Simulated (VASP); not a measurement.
Here is a VASP 6.6.1 calculation.

The input INCAR:

```
ALGO = Normal
EDIFF = 1E-6
ENCUT = 520
GGA = PE
ISIF = 2
ISMEAR = 0
LASPH = T
LCHARG = F
LREAL = F
LWAVE = F
NBANDS = 11
NELM = 100
PREC = Accurate
SIGMA = 0.02
```

File KPOINTS:

```
k-points
0
Gamma
  12 12 12
```

File POSCAR:

```
C
1.0
    0.0000000000      1.8034185762      1.8034185762
    1.8034185762      0.0000000000      1.8034185762
    1.8034185762      1.8034185762      0.0000000000
C
2
Direct
    0.0000000000      0.0000000000      0.0000000000
    0.2500000000      0.2500000000      0.2500000000
```

Potentials or basis: VASP PAW PBE potentials, release 64 (C).

Command:

```sh
$ cat potpaw_PBE.64/C/POTCAR > POTCAR
$ mpirun -np 1 vasp_std > vasp.out
```

Q: What does it give for the band gap on the k mesh?

A: 4.08 eV, indirect (least direct gap 5.50 eV).

Q: What does it give for the pressure?

A: -11.5 GPa.

 A k mesh can miss the band edges.
